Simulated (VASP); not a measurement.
# SiGe (P6_3mc) in VASP: a series of runs, part 2 of 2

VASP 6.6.1. Earlier steps stand in the parts before.

**3. Single point, r2SCAN (strain +0.000 along x and y, -0.030 along z)**

POSCAR

```
SiGe
1.0
    3.9043776423      0.0000000000      0.0000000000
   -1.9521888212      3.3812902242      0.0000000000
    0.0000000000      0.0000000000      6.2600692790
Si Ge
2 2
Direct
    0.6666666667      0.3333333333      0.8744661518
    0.3333333333      0.6666666667      0.3744661518
    0.6666666667      0.3333333333      0.5005328482
    0.3333333333      0.6666666667      0.0005328482
```

INCAR.step1

```
PREC = Accurate
ENCUT = 520
ISMEAR = 0
SIGMA = 0.05
LREAL = F
LASPH = T
NELM = 80
NBANDS = 26
GGA = PE
ALGO = Normal
EDIFF = 1E-4
LWAVE = T
LCHARG = F
```

INCAR.step2

```
PREC = Accurate
ENCUT = 520
EDIFF = 1E-6
ISMEAR = 0
SIGMA = 0.05
LREAL = F
LASPH = T
NELM = 80
ALGO = Normal
ISIF = 2
LWAVE = F
LCHARG = T
METAGGA = R2SCAN
LMIXTAU = T
LELF = T
LVHAR = T
NBANDS = 26
ISTART = 1
```

KPOINTS

```
Automatic mesh
0
Gamma
  12 12 4
```

Potentials or basis: VASP PAW PBE potentials, release 64 (Si, Ge_d).

Launch:

```console
> cat potpaw_PBE.64/Si/POTCAR potpaw_PBE.64/Ge_d/POTCAR > POTCAR
> cp INCAR.step1 INCAR
> mpirun -np 1 vasp_std > vasp.out
> cp INCAR.step2 INCAR
> mpirun -np 1 vasp_std > vasp.out
```

OUTCAR:

```text
PREC = Accurate
   ENCUT = 520
   EDIFF = 1E-6
   ISMEAR = 0
   LREAL = F
   LASPH = T
   NELM = 80
   ISIF = 2
   METAGGA = R2SCAN
   ISTART = 1

 ion  position               nearest neighbor table
   1  0.667  0.333  0.874-   3 2.34   4 2.39   4 2.39   4 2.39
   2  0.333  0.667  0.374-   4 2.34   3 2.39   3 2.39   3 2.39
   3  0.667  0.333  0.501-   1 2.34   2 2.39   2 2.39   2 2.39
   4  0.333  0.667  0.001-   2 2.34   1 2.39   1 2.39   1 2.39

  LATTYP: Found a hexagonal cell.
 ALAT       =     3.9043776423
 C/A-ratio  =     1.6033462571

  Lattice vectors:

 A1 = (   3.9043776423,   0.0000000000,   0.0000000000)
 A2 = (  -1.9521888212,   3.3812902242,   0.0000000000)
 A3 = (   0.0000000000,   0.0000000000,   6.2600692790)

Analysis of symmetry for initial positions (statically):
=====================================================================
 Subroutine PRICEL returns:
 Original cell was already a primitive cell.

 Routine SETGRP: Setting up the symmetry group for a
 hexagonal supercell.

[... 170 lines left out ...]

  energy without entropy =      -45.11526000  energy(sigma->0) =      -45.11526000

 E-fermi :   6.0525     XC(G=0): -10.5138

 val. band max:        5.8072650640   @ k =   0.0000   0.0000   0.0000
 cond. band min:       6.2643165713   @ k =   0.5000  -0.0000   0.0000
 fundamental gap:      0.4570515073
 Fermi energy:         6.0524862249

 k-point     1 :       0.0000    0.0000    0.0000
  band No.  band energies     occupation
      1     -19.4639      2.00000
      2     -19.4631      2.00000
      3     -19.4558      2.00000
      4     -19.4558      2.00000
      5     -19.4520      2.00000
      6     -19.4520      2.00000
[... 685 lines left out ...]
     25      13.4254      0.00000
     26      13.4643      0.00000

 [... further k-points ...]

------------------------ aborting loop because EDIFF is reached ----------------------------------------

  FORCE on cell =-STRESS in cart. coord.  units (eV):
  Direction    XX          YY          ZZ          XY          YZ          ZX
  --------------------------------------------------------------------------------------
  -------------------------------------------------------------------------------------
  Total        0.1674379      0.1674379      4.0874270     -0.0000000      0.0000000      0.0000000
  in kB        3.2460183      3.2460183     79.2404968     -0.0000000      0.0000000      0.0000000
  external PRESSURE =      28.5775111 kB  Pullay stress =       0.0000000 kB

 VOLUME and BASIS-vectors are now :
 -----------------------------------------------------------------------------
  energy-cutoff  :      520.00
  volume of cell :       82.64
      direct lattice vectors                 reciprocal lattice vectors
     3.904377642  0.000000000  0.000000000     0.256122766  0.147872548  0.000000000
    -1.952188821  3.381290224  0.000000000     0.000000000  0.295745095  0.000000000
     0.000000000  0.000000000  6.260069279     0.000000000  0.000000000  0.159742641

 POSITION                                       TOTAL-FORCE (eV/Angst)
 -----------------------------------------------------------------------------------
      1.95219      1.12710      5.47422         0.000000      0.000000      0.360237
     -0.00000      2.25419      2.34418        -0.000000     -0.000000      0.360237
      1.95219      1.12710      3.13337        -0.000000      0.000000     -0.360237
     -0.00000      2.25419      0.00334         0.000000      0.000000     -0.360237
 -----------------------------------------------------------------------------------
    total drift:                               -0.000000     -0.000000     -0.003374

  FREE ENERGIE OF THE ION-ELECTRON SYSTEM (eV)
  ---------------------------------------------------
  free  energy   TOTEN  =       -45.1152599990 eV

  energy  without entropy=      -45.1152599990  energy(sigma->0) =      -45.11526000
```

OSZICAR.step1:

```text
N       E                     dE             d eps       ncg     rms          rms(c)
DAV:   1     0.266768350788E+03    0.26677E+03   -0.17748E+04  3440   0.301E+03
DAV:   2     0.231092511079E+02   -0.24366E+03   -0.23427E+03  2980   0.638E+02
DAV:   3    -0.182074533816E+02   -0.41317E+02   -0.40852E+02  3550   0.154E+02
DAV:   4    -0.198774688140E+02   -0.16700E+01   -0.16672E+01  3584   0.342E+01
DAV:   5    -0.199123273242E+02   -0.34859E-01   -0.34848E-01  3622   0.557E+00    0.592E+00
DAV:   6    -0.197170148803E+02    0.19531E+00   -0.95526E-02  3544   0.196E+00    0.355E+00
DAV:   7    -0.196222011025E+02    0.94814E-01   -0.17184E-01  3660   0.240E+00    0.223E-01
DAV:   8    -0.196249779012E+02   -0.27768E-02   -0.15879E-02  3578   0.115E+00    0.110E-01
DAV:   9    -0.196255641363E+02   -0.58624E-03   -0.65375E-04  3098   0.230E-01    0.738E-02
DAV:  10    -0.196257626092E+02   -0.19847E-03   -0.17443E-04  2814   0.790E-02    0.199E-02
DAV:  11    -0.196257941207E+02   -0.31512E-04   -0.46212E-05  2212   0.684E-02
   1 F= -.19625794E+02 E0= -.19625794E+02  d E =-.826729E-06
```

It took 4.6 min on 1 thread of Intel Xeon Platinum 8488C (Sapphire Rapids), shared host; peak memory 0.27 GiB.

Results:

```yaml
Free_energy: -45.1153 eV
Pressure: 2.9 GPa
Largest_force: 0.360 eV/Å
Band_gap_on_the_k_mesh: 0.46 eV (least direct gap 0.52 eV)
```

Forces in eV/Å, atoms in the order of the input:
```
Si   0.000  0.000  0.360
Si   0.000  0.000  0.360
Ge   0.000  0.000 -0.360
Ge   0.000  0.000 -0.360
```

Stress tensor (GPa, compression positive):
```
0.32 0.00 0.00
0.00 0.32 0.00
0.00 0.00 7.92
```

Caveat: the cell differs from its parent crystal (strain +0.000 along x and y, -0.030 along z); the PAW data sets were made with another functional, which shifts forces and pressure a little. A k mesh can miss the band edges.

**4. Single point, r2SCAN (strain -0.015 along x and y, +0.000 along z)**

POSCAR

```
SiGe
1.0
    3.8458119777      0.0000000000      0.0000000000
   -1.9229059889      3.3305708708      0.0000000000
    0.0000000000      0.0000000000      6.4536796691
Si Ge
2 2
Direct
    0.6666666667      0.3333333333      0.8744661518
    0.3333333333      0.6666666667      0.3744661518
    0.6666666667      0.3333333333      0.5005328482
    0.3333333333      0.6666666667      0.0005328482
```

INCAR.step1

```
SYSTEM = SiGe
ALGO     = Normal         ! electronic algorithm
EDIFF    = 1E-4           ! SCF threshold, eV
ENCUT    = 520            ! plane-wave cutoff, eV
GGA      = PE             ! functional
ISMEAR   = 0              ! smearing method
LASPH    = .True.         ! aspherical terms in the spheres
LCHARG   = .False.        ! write CHGCAR
LREAL    = .False.        ! projectors in reciprocal space
LWAVE    = .True.         ! write WAVECAR
NBANDS   = 26             ! bands
NELM     = 60             ! most SCF steps
PREC     = Accurate       ! precision mode
SIGMA    = 0.05           ! smearing width, eV
```

INCAR.step2

```
SYSTEM = SiGe
ALGO     = Normal         ! electronic algorithm
EDIFF    = 1E-6           ! SCF threshold, eV
ENCUT    = 520            ! plane-wave cutoff, eV
ISIF     = 2              ! what is computed and relaxed
ISMEAR   = 0              ! smearing method
ISTART   = 1            
LASPH    = .True.         ! aspherical terms in the spheres
LCHARG   = .False.        ! write CHGCAR
LMIXTAU  = .True.       
LREAL    = .False.        ! projectors in reciprocal space
LWAVE    = .False.        ! write WAVECAR
METAGGA  = R2SCAN         ! meta-GGA
NBANDS   = 26             ! bands
NELM     = 60             ! most SCF steps
PREC     = Accurate       ! precision mode
SIGMA    = 0.05           ! smearing width, eV
```

KPOINTS

```
k-points
0
Gamma
  12 12 4
  0 0 0
```

Launch:

```console
> cat potpaw_PBE.64/Si/POTCAR potpaw_PBE.64/Ge_d/POTCAR > POTCAR
> cp INCAR.step1 INCAR
> mpirun -np 1 vasp_std > vasp.out
> cp INCAR.step2 INCAR
> mpirun -np 1 vasp_std > vasp.out
```

Wall time 3.9 min (1 thread of Intel Xeon Platinum 8488C (Sapphire Rapids), shared host); peak memory 0.27 GiB.

It converged, with:

```
Free energy            : -45.1462 eV
Pressure               : 2.7 GPa
Largest force          : 0.174 eV/Å
Band gap on the k mesh : 0.69 eV (least direct gap 1.04 eV)
```

Forces in eV/Å, atoms in the order of the input:
```
Si   0.000  0.000 -0.174
Si   0.000  0.000 -0.174
Ge   0.000  0.000  0.174
Ge   0.000  0.000  0.174
```

Stress tensor (GPa, compression positive):
```
3.87 0.00 0.00
0.00 3.87 0.00
0.00 0.00 0.38
```

Levels at points of the mesh, in eV from the valence-band top:
| k point | band 16 | band 17 | band 18 | band 19 | band 20 | band 21 |
| --- | --- | --- | --- | --- | --- | --- |
| (0.00, 0.00, 0.00) | -0.38 | 0.00 | 0.00 | 1.04 | 1.90 | 2.31 |
| (0.50, 0.00, 0.00) | -3.37 | -3.19 | -1.69 | 0.69 | 2.38 | 3.49 |
| (0.00, 0.00, 0.50) | -0.99 | -0.99 | -0.99 | 1.82 | 1.82 | 3.39 |
| (0.50, 0.00, 0.50) | -2.83 | -2.69 | -2.69 | 0.92 | 0.92 | 2.03 |

Caveat: the cell differs from its parent crystal (strain -0.015 along x and y, +0.000 along z); the PAW data sets were made with another functional, which shifts forces and pressure a little.

**5. Single point, r2SCAN (strain +0.030 along x and y, -0.030 along z)**

POSCAR

```
SiGe
1.0
    4.0215089716      0.0000000000      0.0000000000
   -2.0107544858      3.4827289309      0.0000000000
    0.0000000000      0.0000000000      6.2600692790
Si Ge
2 2
Direct
    0.6666666667      0.3333333333      0.8744661518
    0.3333333333      0.6666666667      0.3744661518
    0.6666666667      0.3333333333      0.5005328482
    0.3333333333      0.6666666667      0.0005328482
```

INCAR.step1

```
SYSTEM = SiGe
  PREC = Accurate
  ENCUT = 520
  ISMEAR = 0
  SIGMA = 0.05
  LREAL = .FALSE.
  LASPH = .TRUE.
  NELM = 60
  NBANDS = 26
  GGA = PE
  ALGO = Normal
  EDIFF = 1E-4
  LWAVE = .TRUE.
  LCHARG = .FALSE.
```

INCAR.step2

```
SYSTEM = SiGe
  PREC = Accurate
  ENCUT = 520
  EDIFF = 1E-6
  ISMEAR = 0
  SIGMA = 0.05
  LREAL = .FALSE.
  LASPH = .TRUE.
  NELM = 60
  ALGO = Normal
  ISIF = 2
  LWAVE = .FALSE.
  LCHARG = .TRUE.
  METAGGA = R2SCAN
  LMIXTAU = .TRUE.
  LELF = .TRUE.
  LVHAR = .TRUE.
  NBANDS = 26
  ISTART = 1
```

KPOINTS

```
Automatic mesh
0
G
  12 12 4
  0 0 0
```

Launch:

```console
> cat potpaw_PBE.64/Si/POTCAR potpaw_PBE.64/Ge_d/POTCAR > POTCAR
> cp INCAR.step1 INCAR
> mpirun -np 1 vasp_std > vasp.out
> cp INCAR.step2 INCAR
> mpirun -np 1 vasp_std > vasp.out
```

It took 3.9 min on 1 thread of Intel Xeon Platinum 8488C (Sapphire Rapids), shared host; peak memory 0.27 GiB.

It converged, with:

| Property | Result |
| --- | --- |
| Free energy | -45.0189 eV |
| Pressure | -1.8 GPa |
| Largest force | 0.641 eV/Å |
| Band gap on the k mesh | 0.03 eV |

Forces on the atoms (eV/Å):
```
Si   0.000  0.000  0.641
Si   0.000  0.000  0.641
Ge   0.000  0.000 -0.641
Ge   0.000  0.000 -0.641
```

Stress tensor (GPa, compression positive):
```
-6.11  0.00  0.00
 0.00 -6.11  0.00
 0.00  0.00  6.86
```

Levels at points of the mesh, in eV from the valence-band top:
```csv
k point,band 16,band 17,band 18,band 19,band 20,band 21
"(0.00, 0.00, 0.00)",-0.34,0.00,0.00,0.03,1.76,1.87
"(0.50, 0.00, 0.00)",-3.46,-3.12,-1.45,0.39,2.33,3.31
"(0.00, 0.00, 0.50)",-1.23,-1.23,-1.23,1.00,1.00,3.12
"(0.50, 0.00, 0.50)",-2.68,-2.49,-2.49,0.89,0.89,2.36
```

Caveat: the cell differs from its parent crystal (strain +0.030 along x and y, -0.030 along z); the PAW data sets were made with another functional, which shifts forces and pressure a little. A k mesh can miss the band edges.

**6. The runs side by side**

```tsv
cell	gap on the mesh (eV)	pressure (GPa)	largest force (eV/Å)
a = 3.787, b = 3.787, c = 6.647 Å, angles 90.0, 90.0, 120.0°, 4 atoms	0.72	3.3	0.57
a = 3.904, b = 3.904, c = 6.260 Å, angles 90.0, 90.0, 120.0°, 4 atoms	0.46	2.9	0.36
a = 3.846, b = 3.846, c = 6.454 Å, angles 90.0, 90.0, 120.0°, 4 atoms	0.69	2.7	0.17
a = 4.022, b = 4.022, c = 6.260 Å, angles 90.0, 90.0, 120.0°, 4 atoms	0.03	-1.8	0.64
```

Alike in all rows: task single point; level r2SCAN; potentials or basis VASP PAW PBE potentials, release 64 (Si, Ge_d); no spin polarisation; k mesh 12 × 12 × 4; cutoff (eV) 520; smearing gaussian 0.05 eV.

Caveats: the PAW data sets were made with another functional, which shifts forces and pressure a little; the cell stands under pressure (at least some runs).

Absolute energies hang on the potentials; compare differences alone.
